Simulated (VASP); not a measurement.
Set up this calculation in VASP 6.6.1, as the native input.

| Property | Result |
| --- | --- |
| Task | single point |
| Functional | LDA |
| Potentials or basis | VASP PAW LDA potentials, release 64 (Pb_d, S) |
| Cutoff | 500 eV |
| k mesh | 12 × 12 × 12 |
| Occupations | gaussian, width 0.03 eV |
| Spin | no spin polarisation |
| Dipole correction | no |
| Further INCAR settings | ALGO = Normal; EDIFF = 1e-06; NBANDS = 17 |

The structure of PbS lies in POSCAR:

```
PbS
1.0
    0.0000000000      2.8549197093      2.8549197093
    2.8549197093      0.0000000000      2.8549197093
    2.8549197093      2.8549197093      0.0000000000
Pb S
1 1
Direct
    0.0000000000      0.0000000000      0.0000000000
    0.5000000000      0.5000000000      0.5000000000
```

One way to write it, as run:

INCAR

```
PREC = Accurate
ENCUT = 500
EDIFF = 1E-6
ISMEAR = 0
SIGMA = 0.03
LREAL = F
LASPH = T
NELM = 120
ALGO = Normal
ISIF = 2
LWAVE = F
LCHARG = T
GGA = CA
LELF = T
LVHAR = T
NBANDS = 17
GGA_COMPAT = F
```

KPOINTS

```
Automatic mesh
0
Gamma
  12 12 12
```

Potentials or basis: VASP PAW LDA potentials, release 64 (Pb_d, S).

Command:

```sh
$ cat potpaw_LDA.64/Pb_d/POTCAR potpaw_LDA.64/S/POTCAR > POTCAR
$ mpirun -np 1 vasp_std > vasp.out
```

It gave:

- Pressure: 5.4 GPa
- Band gap on the k mesh: 0.28 eV

Caveat: the cell stands under pressure; spin-orbit coupling is left out, which moves the levels of the heavy elements.

Run time: 46 s on 1 thread of Intel(R) Xeon(R) Platinum 8259CL CPU @ 2.50GHz (Skylake/Cascade Lake), with other jobs on the host, peak memory 0.18 GiB.
